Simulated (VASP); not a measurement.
Write the native input for VASP 6.6.1 that does the following.

* Task: relaxation of cell and atoms
* Functional: PBEsol
* Dispersion: D3(BJ)
* Potentials or basis: VASP PAW PBE potentials, release 64 (Hf_pv, H)
* Cutoff: 600 eV
* k mesh: 7 × 7 × 7
* Occupations: methfessel-paxton, width 0.1 eV
* Spin: no spin polarisation
* Dipole correction: no
* Further INCAR settings: ALGO = Normal; EDIFF = 1e-06; IBRION = 2; EDIFFG = -0.02; NSW = 80; ISIF = 3

The structure of HfH3 lies in POSCAR:

```
HfH3
1.0
    3.0845540000      0.0000000000      0.0000000000
    0.0000000000      3.0845540000      0.0000000000
    0.0000000000      0.0000000000      3.0845540000
Hf H
1 3
Direct
    0.0000000000      0.0000000000      0.0000000000
    0.0000000000      0.5000000000      0.5000000000
    0.5000000000      0.0000000000      0.5000000000
    0.5000000000      0.5000000000      0.0000000000
```

These files were run (other wordings do the same):

INCAR

```
PREC = Accurate ; ENCUT = 600
EDIFF = 1E-6 ; ISMEAR = 1
SIGMA = 0.1 ; LREAL = F
LASPH = T ; NELM = 80
ALGO = Normal ; ISIF = 3
LWAVE = F ; LCHARG = F
GGA = PS ; IVDW = 12
IBRION = 2 ; NSW = 80
EDIFFG = -0.02
```

KPOINTS

```
Automatic mesh
0
Gamma
  7 7 7
```

Potentials or basis: VASP PAW PBE potentials, release 64 (Hf_pv, H).

Launch:

```sh
$ cat potpaw_PBE.64/Hf_pv/POTCAR potpaw_PBE.64/H/POTCAR > POTCAR
$ mpirun -np 1 vasp_std > vasp.out
```

Results of the run:

```json
{"Relaxed volume": "6.91 Å³/atom", "Relaxed cell": "a = 3.024 Å, b = 3.024 Å, c = 3.024 Å, α = 90.00°, β = 90.00°, γ = 90.00°", "Space group after relaxing (to 0.05 Å)": "Pm-3m (No. 221)", "Energy gained by relaxing": "11.9 meV/atom", "Ionic steps": "3", "Pressure after relaxing": "0.0 GPa", "Dispersion energy per atom": "-0.187 eV"}
```

Caveat: the PAW data sets were made with another functional, which shifts forces and pressure a little; pairwise dispersion overbinds metals, which lowers pressure and volume.

Wall time 12 s on 1 thread of Intel(R) Xeon(R) Platinum 8559C (Emerald Rapids), with other jobs on the host, peak memory 0.17 GiB.
